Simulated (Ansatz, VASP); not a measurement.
## One calculation of Si2W, two programs

```
CELL_PARAMETERS angstrom
4.69071 0.00000 0.00000
-2.34536 4.06228 0.00000
0.00000 0.00000 6.43237
ATOMIC_POSITIONS crystal
Si 0.86137 0.72273 0.50000
Si 0.13863 0.86137 0.83333
Si 0.72273 0.86137 0.16667
Si 0.13863 0.27727 0.50000
Si 0.86137 0.13863 0.83333
Si 0.27727 0.13863 0.16667
W 0.00000 0.50000 0.16667
W 0.50000 0.50000 0.83333
W 0.50000 0.00000 0.50000
```

Alike in both runs: task single point; functional PBE; k mesh 9 × 9 × 6; occupations gaussian, width 0.03 eV; no spin polarisation.

|  | VASP | Ansatz |
| --- | --- | --- |
| version | VASP 6.6.1 | Ansatz 0.2.0 |
| potentials or method | VASP PAW PBE potentials, release 64 (Si, W_sv), cutoff 520 eV | scalar-relativistic, plane waves, PAW |
| valence electrons in the cell | 66 | 66 |

```tsv
	VASP	Ansatz	Ansatz less VASP
gap on the k mesh at the Fermi level (eV)	none	none	-
pressure (GPa)	6.9	6.9	+0.05
traceless stress, the component that is largest in VASP (GPa)	2.42	2.45	+0.031
rms of the force components (eV/Å)	1.894	1.903	+0.0090
```

Atom by atom the forces differ by 0.009 eV/Å (rms over components). A gap of «none» marks a metal or a gap that the smearing closes.

Neither program's run includes spin-orbit coupling.
